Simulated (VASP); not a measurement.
# Ba3Si (P1) in VASP: single point with PBE

Aim: the single point of Ba3Si with PBE.

All numbers are computed with VASP 6.6.1; they aren't measurements. Logs are shortened: lines on timing, memory, paths and dates and some standing lists are left out, and cuts for length are marked.

## (1) The cell of the first run

The typed cell holds 4 atoms: a = 5.369 Å, b = 5.326 Å, c = 5.498 Å, α = 91.21°, β = 90.39°, γ = 89.63°.

## (2) Single point, PBE (atoms moved at random and the cell strained at random)

Contents of INCAR:

```
PREC = Accurate
ENCUT = 520
EDIFF = 1E-6
ISMEAR = 0
SIGMA = 0.05
LREAL = False
LASPH = True
NELM = 100
ALGO = Fast
ISIF = 2
LWAVE = False
LCHARG = False
GGA = PE
NBANDS = 25
```

Contents of KPOINTS:

```
Automatic mesh
0
Gamma
  6 6 6
```

Contents of POSCAR:

```
Ba3Si
1.0
    5.3689986664      0.0169384271     -0.0183359542
    0.0169384271      5.3258032836     -0.0570654762
   -0.0183359542     -0.0570654762      5.4980064052
Ba Si
3 1
Direct
    0.0371351599      0.5239070799      0.5105677601
    0.4984440610      0.4972272824      0.0113643513
    0.4652318457     -0.0184395191      0.4758708206
   -0.0008110666     -0.0026948432      0.0021970680
```

Potentials or basis: VASP PAW PBE potentials, release 64 (Ba_sv, Si).

Command:

```bash
$ cat potpaw_PBE.64/Ba_sv/POTCAR potpaw_PBE.64/Si/POTCAR > POTCAR
$ mpirun -np 1 vasp_std > vasp.out
```

OUTCAR:

```text
PREC = Accurate
   ENCUT = 520
   EDIFF = 1E-6
   ISMEAR = 0
   LREAL = False
   LASPH = True
   NELM = 100
   ISIF = 2
   GGA = PE

 ion  position               nearest neighbor table
   1  0.037  0.524  0.511-   3 3.37   4 3.66   3 3.68   2 3.70   2 3.71   4 3.81   3 3.91   4 3.92
                             4 3.94   2 3.97   2 4.01   3 4.23
   2  0.498  0.497  0.011-   3 3.60   1 3.70   1 3.71   4 3.77   4 3.77   4 3.79   3 3.80   4 3.80
                             3 3.96   1 3.97   3 3.99   1 4.01
   3  0.465  0.982  0.476-   1 3.37   2 3.60   4 3.60   1 3.68   2 3.80   4 3.84   4 3.89   1 3.91
                             2 3.96   2 3.99   1 4.23
   4  0.999  0.997  0.002-   3 3.60   1 3.66   2 3.77   2 3.77   2 3.79   2 3.80   1 3.81   3 3.84
                             3 3.89   1 3.92   1 3.94

  LATTYP: Found a triclinic cell.
 ALAT       =     7.7109586900
 B/A-ratio  =     0.6962891271
 C/A-ratio  =     0.9822209895
 COS(alpha) =     0.0004432374
 COS(beta)  =     0.5073770513
 COS(gamma) =     0.7011253766

  Lattice vectors:

 A1 = (   5.3873346206,   0.0740039033,  -5.5163423594)
 A2 = (   5.3689986664,   0.0169384271,  -0.0183359542)
 A3 = (   0.0013975271,  -5.2687378074,  -5.4409409290)

Analysis of symmetry for initial positions (statically):
=====================================================================
 Subroutine PRICEL returns:
 Original cell was already a primitive cell.

 Routine SETGRP: Setting up the symmetry group for a
 triclinic supercell.

 Subroutine GETGRP returns: Found  1 space group operations
 (whereof  1 operations were pure point group operations)
 out of a pool of  2 trial point group operations.

The static configuration has the point symmetry C_1 .

Analysis of symmetry for dynamics (positions and initial velocities):
=====================================================================
 Subroutine PRICEL returns:
 Original cell was already a primitive cell.

 Routine SETGRP: Setting up the symmetry group for a
 triclinic supercell.

 Subroutine GETGRP returns: Found  1 space group operations
 (whereof  1 operations were pure point group operations)
 out of a pool of  2 trial point group operations.

The dynamic configuration has the point symmetry C_1 .

 Subroutine INISYM returns: Found  1 space group operations
 (whereof  1 operations are pure point group operations),
 and found     1 'primitive' translations

----------------------------------------------------------------------------------------

                                     Primitive cell

  volume of cell :     157.1904

  direct lattice vectors                    reciprocal lattice vectors
     5.368998666  0.016938427 -0.018335954     0.186258419 -0.000585794  0.000615095
     0.016938427  5.325803284 -0.057065476    -0.000585794  0.187787829  0.001947153
    -0.018335954 -0.057065476  5.498006405     0.000615095  0.001947153  0.181906371

  length of vectors
     5.369056695  5.326135935  5.498333121     0.186260355  0.187798838  0.181917832

  position of ions in fractional coordinates (direct lattice)
     0.037135160  0.523907080  0.510567760
     0.498444061  0.497227282  0.011364351
     0.465231846  0.981560481  0.475870821
     0.999188933  0.997305157  0.002197068

  ion indices of the primitive-cell ions
   primitive index   ion index
                 1           1
                 2           2
                 3           3
                 4           4

----------------------------------------------------------------------------------------

 KPOINTS: Automatic mesh

Automatic generation of k-mesh.
 Grid dimensions read from file:
 generate k-points for:    6    6    6

 Generating k-lattice:

  Cartesian coordinates                     Fractional coordinates (reciprocal lattice)
     0.031043070 -0.000097632  0.000102516     0.166666667 -0.000000000  0.000000000
    -0.000097632  0.031297972  0.000324526    -0.000000000  0.166666667  0.000000000
     0.000102516  0.000324526  0.030317729     0.000000000 -0.000000000  0.166666667

  Length of vectors
     0.031043393  0.031299806  0.030319639

  Shift w.r.t. Gamma in fractional coordinates (k-lattice)
     0.000000000  0.000000000  0.000000000

 Subroutine IBZKPT returns following result:
 ===========================================

 Found    112 irreducible k-points:

 Following reciprocal coordinates:
            Coordinates               Weight
  0.000000  0.000000  0.000000      1.000000
  0.166667 -0.000000  0.000000      2.000000
  0.333333  0.000000  0.000000      2.000000
  0.500000  0.000000  0.000000      1.000000
 -0.000000  0.166667  0.000000      2.000000
  0.166667  0.166667  0.000000      2.000000
[... 16 lines left out ...]
  0.333333  0.000000  0.166667      2.000000
  0.500000  0.000000  0.166667      2.000000
 [... further k-points ...]
   k-points           NKPTS =    112   k-points in BZ     NKDIM =    112   number of bands    NBANDS=     25
   number of dos      NEDOS =    301   number of ions     NIONS =      4
   total plane-waves  NPLWV =  67200
   dimension x,y,z NGX =    40 NGY =   40 NGZ =   42
   dimension x,y,z NGXF=    80 NGYF=   80 NGZF=   84
   ions per type =               3   1
   NGX,Y,Z   is equivalent  to a cutoff of  12.39, 12.49, 12.70 a.u.
   NGXF,Y,Z  is equivalent  to a cutoff of  24.77, 24.97, 25.40 a.u.
 SYSTEM =  unknown system
   PREC   = accura    normal or accurate (medium, high low for compatibility)
   ISTART =      0    job   : 0-new  1-cont  2-samecut
   ICHARG =      2    charge: 1-file 2-atom 10-const
   ISPIN  =      1    spin polarized calculation?
   LNONCOLLINEAR =      F non collinear calculations
   LSORBIT =      F    spin-orbit coupling
   LASPH  =      T    aspherical Exc in radial PAW
   ENCUT  =  520.0 eV  38.22 Ry    6.18 a.u.   9.98  9.90 10.22*2*pi/ulx,y,z
   NELM   =    100;   NELMIN=  2; NELMDL= -5     # of ELM steps
   EDIFF  = 0.1E-05   stopping-criterion for ELM
   LREAL  =      F    real-space projection
[... 7 lines left out ...]
   TEBEG  =    0.0;   TEEND  =   0.0 temperature during run
   PSTRESS=    0.0 pullay stress
   NELECT =      34.0000    total number of electrons
   NUPDOWN=      -1.0000    fix difference up-down
   EMIN   =  10.00;   EMAX   =-10.00  energy-range for DOS
   EFERMI =   0.00;   METHOD = LEGACY
   ISMEAR =     0;   SIGMA  =   0.05  broadening in eV -4-tet -1-fermi 0-gaus
   EFERMI_NEDOS =   21; number of points for ismear=-14 and -15
   IALGO  =     68    algorithm
   IMIX   =      4    mixing-type and parameters
     AMIX     =   0.40;   BMIX     =  1.00
     AMIX_MAG =   1.60;   BMIX_MAG =  1.00
  volume/ion in A,a.u.               =      39.30       265.19
  Fermi-wavevector in a.u.,A,eV,Ry     =   0.982711  1.857054 13.139427  0.965721
  Thomas-Fermi vector in A             =   2.113814
   LORBIT       =      0    0 simple, 1 ext, 2 COOP (PROOUT), +10 PAW based schemes
   GGA     = PE    functional components
   LHFCALC =     F    Hartree Fock is set to
   AEXX    =    0.0000 exact exchange contribution
   IVDW    =     0    specifies the selected vdW correction
   LEPSILON=     F    determine dielectric tensor
   LRPA    =     F    only Hartree local field effects (RPA)
 non-spin polarized calculation
 RMM-DIIS sequential band-by-band and
 Gauss-broadening in eV      SIGMA  =   0.05
  energy-cutoff  :      520.00
  volume of cell :      157.19
 maximum number of plane-waves:      4252
   NGX = 19   NGY = 19   NGZ = 21

 number of electron      34.0000000 magnetization

 Free energy of the ion-electron system (eV)
  ---------------------------------------------------
  ext. energy  EPLUGINS =         0.00000000
  ---------------------------------------------------
  free energy    TOTEN  =       -10.94207806 eV

  energy without entropy =      -10.93808872  energy(sigma->0) =      -10.94008339

 E-fermi :   3.1294     XC(G=0):  -8.6576

 val. band max:        3.1277565396   @ k =   0.0000   0.0000   0.1667
 cond. band min:       3.1298301160   @ k =   0.3333   0.3333   0.5000
 fundamental gap:      0.0020735764
 Fermi energy:         3.1293547090

 k-point     1 :       0.0000    0.0000    0.0000
  band No.  band energies     occupation
      1     -25.6451      2.00000
      2     -25.3184      2.00000
      3     -25.2905      2.00000
      4     -11.5218      2.00000
      5     -11.3580      2.00000
      6     -11.2491      2.00000
[... 17 lines left out ...]
     24       6.3103      0.00000
     25       6.4625      0.00000

 k-point     2 :       0.1667   -0.0000    0.0000
  band No.  band energies     occupation
      1     -25.6321      2.00000
      2     -25.3319      2.00000
      3     -25.2903      2.00000
      4     -11.4941      2.00000
      5     -11.3197      2.00000
      6     -11.2011      2.00000
[... 17 lines left out ...]
     24       6.1587      0.00000
     25       6.6673      0.00000

 k-point     3 :       0.3333    0.0000    0.0000
  band No.  band energies     occupation
      1     -25.6016      2.00000
      2     -25.3634      2.00000
      3     -25.2899      2.00000
      4     -11.4312      2.00000
      5     -11.2286      2.00000
      6     -11.0666      2.00000
[... 17 lines left out ...]
     24       5.9008      0.00000
     25       6.4102      0.00000

 k-point     4 :       0.5000    0.0000    0.0000
  band No.  band energies     occupation
      1     -25.5828      2.00000
      2     -25.3828      2.00000
      3     -25.2896      2.00000
      4     -11.3948      2.00000
      5     -11.1722      2.00000
      6     -10.9259      2.00000
[... 17 lines left out ...]
     24       5.4503      0.00000
     25       5.9555      0.00000
[... 477 lines left out ...]
 k-point    22 :       0.1667    0.0000    0.1667
  band No.  band energies     occupation
      1     -25.6218      2.00000
      2     -25.3323      2.00000
      3     -25.3005      2.00000
      4     -11.4884      2.00000
      5     -11.2455      2.00000
      6     -11.1864      2.00000
[... 17 lines left out ...]
     24       6.3620      0.00000
     25       6.6178      0.00000

 k-point    23 :       0.3333    0.0000    0.1667
  band No.  band energies     occupation
      1     -25.5930      2.00000
      2     -25.3623      2.00000
      3     -25.2996      2.00000
      4     -11.4425      2.00000
      5     -11.1904      2.00000
      6     -11.0487      2.00000
[... 17 lines left out ...]
     24       5.8811      0.00000
     25       6.2449      0.00000

 k-point    24 :       0.5000    0.0000    0.1667
  band No.  band energies     occupation
      1     -25.5751      2.00000
      2     -25.3826      2.00000
      3     -25.2973      2.00000
      4     -11.3997      2.00000
      5     -11.1773      2.00000
      6     -10.9630      2.00000
[... 17 lines left out ...]
     24       5.5807      0.00000
     25       5.9212      0.00000

 [... further k-points ...]

------------------------ aborting loop because EDIFF is reached ----------------------------------------

  FORCE on cell =-STRESS in cart. coord.  units (eV):
  Direction    XX          YY          ZZ          XY          YZ          ZX
  --------------------------------------------------------------------------------------
  -------------------------------------------------------------------------------------
  Total        0.3259009      0.8852758     -0.0514139      0.2857376      0.3097001      0.1520484
  in kB        3.3217729      9.0232511     -0.5240410      2.9124054      3.1566450      1.5497670
  external PRESSURE =       3.9403277 kB  Pullay stress =       0.0000000 kB

 VOLUME and BASIS-vectors are now :
 -----------------------------------------------------------------------------
  energy-cutoff  :      520.00
  volume of cell :      157.19
      direct lattice vectors                 reciprocal lattice vectors
     5.368998666  0.016938427 -0.018335954     0.186258419 -0.000585794  0.000615095
     0.016938427  5.325803284 -0.057065476    -0.000585794  0.187787829  0.001947153
    -0.018335954 -0.057065476  5.498006405     0.000615095  0.001947153  0.181906371

 POSITION                                       TOTAL-FORCE (eV/Angst)
 -----------------------------------------------------------------------------------
      0.19889      2.76172      2.77653        -0.956487     -0.261979      0.129627
      2.68436      2.65593      0.02497         0.376012     -0.219144     -0.323620
      2.50573      5.20832      2.55180         0.471813      0.539859      0.156298
      5.38150      5.32825     -0.06315         0.108662     -0.058736      0.037695
 -----------------------------------------------------------------------------------
    total drift:                               -0.000191      0.000139     -0.000130

  FREE ENERGIE OF THE ION-ELECTRON SYSTEM (eV)
  ---------------------------------------------------
  free  energy   TOTEN  =       -10.9420780604 eV

  energy  without entropy=      -10.9380887166  energy(sigma->0) =      -10.94008339
```

It took 7.1 min on 1 thread of AMD EPYC 7R43 (Zen 3), shared host; peak memory 0.47 GiB.

What came out:

| Item | Value |
| --- | --- |
| Free energy | -10.9421 eV |
| Pressure | 0.4 GPa |
| Largest force | 1.000 eV/Å |
| Band gap on the k mesh | zero (bands 17 and 18 overlap by 0.69 eV) |

Forces on the atoms (eV/Å):
```
Ba  -0.956 -0.262  0.130
Ba   0.376 -0.219 -0.324
Ba   0.472  0.540  0.156
Si   0.109 -0.059  0.038
```

Stress tensor (GPa, compression positive):
```
 0.33  0.29  0.15
 0.29  0.90  0.32
 0.15  0.32 -0.05
```

Caveat: the cell differs from its parent crystal (atoms moved at random and the cell strained at random); spin-orbit coupling is left out, which moves the levels of the heavy elements; forces of over 1 eV/Å act on the atoms, so gaps and moduli don't describe the material at rest.
